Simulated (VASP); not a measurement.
# ZnO (P6_3mc) in VASP: notebook, part 2 of 2

VASP 6.6.1. The steps go on from the part before.

## 3. Relaxation of cell and atoms, PBE

This run uses another cell than the first one, of 12.01 Å³/atom.

INCAR reads:

```
ALGO = Normal
EDIFF = 1E-7
EDIFFG = -0.01
ENCUT = 600
GGA = PE
GGA_COMPAT = F
IBRION = 2
ISIF = 3
ISMEAR = 0
LASPH = T
LCHARG = F
LREAL = F
LWAVE = F
NELM = 120
NELMIN = 4
NSW = 80
PREC = Accurate
SIGMA = 0.05
```

KPOINTS reads:

```
k-points
0
Gamma
  12 12 8
```

POSCAR reads:

```
ZnO
1.0
    3.2601941478      0.0000000000      0.0000000000
   -1.6300970739      2.8234109532      0.0000000000
    0.0000000000      0.0000000000      5.2210884991
Zn O
2 2
Direct
    0.3333333333      0.6666666667      0.0000000000
    0.6666666667      0.3333333333      0.5000000000
    0.3333333333      0.6666666667      0.3821000000
    0.6666666667      0.3333333333      0.8821000000
```

Potentials or basis: VASP PAW PBE potentials, release 64 (Zn, O).

On the command line:

```bash
$ cat potpaw_PBE.64/Zn/POTCAR potpaw_PBE.64/O/POTCAR > POTCAR
$ mpirun -np 1 vasp_std > vasp.out
```

OUTCAR:

```text
EDIFF = 1E-7
   EDIFFG = -0.01
   ENCUT = 600
   GGA = PE
   IBRION = 2
   ISIF = 3
   ISMEAR = 0
   LASPH = T
   LREAL = F
   NELM = 120
   NELMIN = 4
   NSW = 80
   PREC = Accurate

 ion  position               nearest neighbor table
   1  0.333  0.667  0.000-   4 1.98   4 1.98   4 1.98   3 1.99
   2  0.667  0.333  0.500-   3 1.98   3 1.98   3 1.98   4 1.99
   3  0.333  0.667  0.382-   2 1.98   2 1.98   2 1.98   1 1.99
   4  0.667  0.333  0.882-   1 1.98   1 1.98   1 1.98   2 1.99

  LATTYP: Found a hexagonal cell.
 ALAT       =     3.2601941478
 C/A-ratio  =     1.6014655148

  Lattice vectors:

 A1 = (   3.2601941478,   0.0000000000,   0.0000000000)
 A2 = (  -1.6300970739,   2.8234109532,   0.0000000000)
 A3 = (   0.0000000000,   0.0000000000,   5.2210884991)

Analysis of symmetry for initial positions (statically):
=====================================================================
 Subroutine PRICEL returns:
 Original cell was already a primitive cell.

 Routine SETGRP: Setting up the symmetry group for a
 hexagonal supercell.

 Subroutine GETGRP returns: Found 12 space group operations
 (whereof  6 operations were pure point group operations)
 out of a pool of 24 trial point group operations.

The static configuration has the point symmetry C_3v.
 The point group associated with its full space group is C_6v.

Analysis of symmetry for dynamics (positions and initial velocities):
=====================================================================
 Subroutine PRICEL returns:
 Original cell was already a primitive cell.

 Routine SETGRP: Setting up the symmetry group for a
 hexagonal supercell.

 Subroutine GETGRP returns: Found 12 space group operations
 (whereof  6 operations were pure point group operations)
 out of a pool of 24 trial point group operations.

The dynamic configuration has the point symmetry C_3v.
 The point group associated with its full space group is C_6v.

 Subroutine INISYM returns: Found 12 space group operations
 (whereof  6 operations are pure point group operations),
[... 128 lines left out ...]
   IVDW    =     0    specifies the selected vdW correction
   LEPSILON=     F    determine dielectric tensor
   LRPA    =     F    only Hartree local field effects (RPA)
 conjugate gradient relaxation of ions
 non-spin polarized calculation
 Gauss-broadening in eV      SIGMA  =   0.05
  energy-cutoff  :      600.00
  volume of cell :       48.06
 maximum number of plane-waves:      1641
 NGX is ok and might be reduce to    28
   NGX = 13   NGY = 13   NGZ = 21

--------------------------------------- Ionic step        1  -------------------------------------------

 number of electron      36.0000011 magnetization

 Free energy of the ion-electron system (eV)
  ---------------------------------------------------
  ext. energy  EPLUGINS =         0.00000000
  ---------------------------------------------------
  free energy    TOTEN  =       -17.84234087 eV

  energy without entropy =      -17.84234087  energy(sigma->0) =      -17.84234087

------------------------ aborting loop because EDIFF is reached ----------------------------------------

  FORCE on cell =-STRESS in cart. coord.  units (eV):
  Direction    XX          YY          ZZ          XY          YZ          ZX
  --------------------------------------------------------------------------------------
  -------------------------------------------------------------------------------------
  Total        1.2691687      1.2691687      1.3594138      0.0000000      0.0000000      0.0000000
  in kB       42.3108089     42.3108089     45.3193475      0.0000000      0.0000000      0.0000000
  external PRESSURE =      43.3136551 kB  Pullay stress =       0.0000000 kB
[... 291 lines left out ...]
--------------------------------------- Ionic step        9  -------------------------------------------

 number of electron      36.0000011 magnetization

 Free energy of the ion-electron system (eV)
  ---------------------------------------------------
  ext. energy  EPLUGINS =         0.00000000
  ---------------------------------------------------
  free energy    TOTEN  =       -17.86302347 eV

  energy without entropy =      -17.86302347  energy(sigma->0) =      -17.86302347

 E-fermi :   1.1086     XC(G=0): -10.6951

 val. band max:        0.8438119050   @ k =   0.0000   0.0000   0.0000
 cond. band min:       1.5639468553   @ k =   0.0000   0.0000   0.0000
 fundamental gap:      0.7201349503
 Fermi energy:         1.1086486859

 k-point     1 :       0.0000    0.0000    0.0000
  band No.  band energies     occupation
      1     -16.9304      2.00000
      2     -16.2714      2.00000
      3      -4.6676      2.00000
      4      -4.6676      2.00000
      5      -4.6291      2.00000
      6      -4.4961      2.00000
[... 589 lines left out ...]
     21       8.9109      0.00000
     22       9.5301      0.00000

 [... further k-points ...]

------------------------ aborting loop because EDIFF is reached ----------------------------------------

  FORCE on cell =-STRESS in cart. coord.  units (eV):
  Direction    XX          YY          ZZ          XY          YZ          ZX
  --------------------------------------------------------------------------------------
  -------------------------------------------------------------------------------------
  Total       -0.0016886     -0.0016886      0.0018076      0.0000000      0.0000000      0.0000000
  in kB       -0.0545614     -0.0545614      0.0584048      0.0000000      0.0000000      0.0000000
  external PRESSURE =      -0.0169060 kB  Pullay stress =       0.0000000 kB
[... 19 lines left out ...]
  FREE ENERGIE OF THE ION-ELECTRON SYSTEM (eV)
  ---------------------------------------------------
  free  energy   TOTEN  =       -17.8630234664 eV

  energy  without entropy=      -17.8630234664  energy(sigma->0) =      -17.86302347

 reached required accuracy - stopping structural energy minimisation
```

Run time: 4.1 min. Hardware: 1 thread of Intel Xeon 6975P-C (Granite Rapids), shared host; peak memory 0.26 GiB.

Results:

```yaml
Free_energy: -17.8630 eV
Relaxed_volume: 12.40 Å³/atom
Relaxed_cell: a = 3.286 Å, b = 3.286 Å, c = 5.303 Å, α = 90.00°, β = 90.00°, γ = 120.00°
Space_group_after_relaxing_to_0.1_Å: P6_3mc (No. 186)
Energy_gained_by_relaxing: 5.2 meV/atom
Ionic_steps: 9
Pressure_after_relaxing: 0.0 GPa
Band_gap_on_the_k_mesh: 0.72 eV
```

Step by step:
```tsv
step	energy change (eV)	largest force (eV/Å)	pressure (GPa)	volume (Å³)
1	0.0000	0.0322	4.33	48.06
2	-0.0154	0.0228	-1.95	50.35
3	-0.0200	0.0258	0.01	49.58
4	-0.0200	0.0257	-0.08	49.61
5	-0.0202	0.0235	-0.05	49.62
6	-0.0206	0.0170	-0.10	49.62
7	-0.0206	0.0147	-0.06	49.62
8	-0.0207	0.0097	0.06	49.57
9	-0.0207	0.0000	0.00	49.59
```

Final structure:
```cif
data_structure
_symmetry_space_group_name_H-M 'P 1'
_symmetry_Int_Tables_number 1
_cell_length_a 3.2858
_cell_length_b 3.2858
_cell_length_c 5.3033
_cell_angle_alpha 90.000
_cell_angle_beta 90.000
_cell_angle_gamma 120.000
_cell_volume 49.59
loop_
_atom_site_label
_atom_site_type_symbol
_atom_site_fract_x
_atom_site_fract_y
_atom_site_fract_z
_atom_site_occupancy
Zn1 Zn 0.33333 0.66667 0.00151 1
Zn2 Zn 0.66667 0.33333 0.50151 1
O1 O 0.33333 0.66667 0.38059 1
O2 O 0.66667 0.33333 0.88059 1
```

A k mesh can miss the band edges. Zero-point motion and thermal expansion aren't in these numbers.

## 4. Against experiment

Step 2. Measured gap of ZnO: 3.37 eV (quoted in “Electronic structure of alkaline earth and post-transition metal oxides”, 2009, arxiv:0908.1581). This calculation gives 0.73 eV (-2.64 eV). So large a miss can be the level of theory's own, or it may mean another phase, state or a wrong row. The value is that of PBE on a finite k mesh, which can miss the band edges, without temperature or zero-point motion. Semilocal functionals fall short of measured gaps as a rule.
